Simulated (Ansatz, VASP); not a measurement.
## One calculation of ZnS, two programs

INCAR

```
ALGO = Normal
EDIFF = 1E-6
ENCUT = 520
GGA = PE
ISIF = 2
ISMEAR = 0
LASPH = T
LCHARG = T
LELF = T
LREAL = F
LVHAR = T
LWAVE = F
NBANDS = 16
NELM = 100
PREC = Accurate
SIGMA = 0.05
```

File KPOINTS:

```
k-points
0
Gamma
  10 10 10
```

File POSCAR:

```
ZnS
1.0
    0.3393564127      2.8845295082      2.8845295082
    2.8845295082      0.3393564127      2.8845295082
    2.8845295082      2.8845295082      0.3393564127
Zn S
1 1
Direct
    0.0000000000      0.0000000000      0.0000000000
    0.7500000000      0.7500000000      0.7500000000
```

Input for Ansatz:

```yaml
crystal:
  lattice:
    - [0.3393564127, 2.8845295082, 2.8845295082]
    - [2.8845295082, 0.3393564127, 2.8845295082]
    - [2.8845295082, 2.8845295082, 0.3393564127]
  atoms:
    - { symbol: Zn, position: [0.0, 0.0, 0.0] }
    - { symbol: S, position: [0.75, 0.75, 0.75] }
basis:
  ecutwfc: 420
kpoints:
  mp_grid: { grid: [10, 10, 10] }
hamiltonian:
  xc: pbe
scf:
  occupations: { method: gaussian, width: 0.05 }
output:
  forces: true
  stress: true
  eigenvalues: true
```

Alike in both runs: task single point; functional PBE; k mesh 10 × 10 × 10; occupations gaussian, width 0.05 eV; no spin polarisation.

```csv
,VASP,Ansatz
version,VASP 6.6.1,Ansatz 0.2.0
potentials or method,"VASP PAW PBE potentials, release 64 (Zn, S), cutoff 520 eV","scalar-relativistic, plane waves, PAW"
valence electrons in the cell,18,18
```

|  | VASP | Ansatz | Ansatz less VASP |
| --- | --- | --- | --- |
| gap on the k mesh at the Fermi level (eV) | 1.29 | 1.30 | +0.001 |
| least direct gap on the mesh (eV) | 1.29 | 1.30 | +0.001 |
| pressure (GPa) | 5.0 | 4.9 | -0.16 |
| traceless stress, the component that is largest in VASP (GPa) | -6.62 | -6.58 | +0.036 |
| rms of the force components (eV/Å) | 0.310 | 0.302 | -0.0079 |

Atom by atom the forces differ by 0.008 eV/Å (rms over components). With one functional, cell and mesh, what is left measures potentials, basis and numerics.
